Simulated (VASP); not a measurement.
Crystal: ZnO (zincite).

```xyz
4
Lattice="3.3130 0.0000 0.0000 -1.6565 2.8692 0.0000 0.0000 0.0000 5.3078" Properties=species:S:1:pos:R:3 pbc="T T T"
Zn    1.6565    0.9564    0.0000
Zn    0.0000    1.9128    2.6539
O     0.0000    1.9128    4.6656
O     1.6565    0.9564    2.0117
```

Base run:

| Item | Value |
| --- | --- |
| Program | VASP 6.6.1 |
| Functional | LDA |
| Potentials or basis | VASP PAW LDA potentials, release 64 (Zn, O) |
| Cutoff | 520 eV |
| k mesh | 9 × 9 × 5 |
| Occupations | fermi-dirac, width 0.05 eV |
| Spin | no spin polarisation |

Its results: band gap on the k mesh 0.65 eV, direct; pressure -12.8 GPa; largest force 0.036 eV/Å.

The run is repeated on the same cell with these changes: functional from LDA to PBE; potentials or basis from VASP PAW LDA potentials, release 64 (Zn, O) to VASP PAW PBE potentials, release 64 (Zn, O). What comes out?

Band gap on the k mesh 0.70 eV, direct; pressure -2.0 GPa; largest force 0.054 eV/Å.

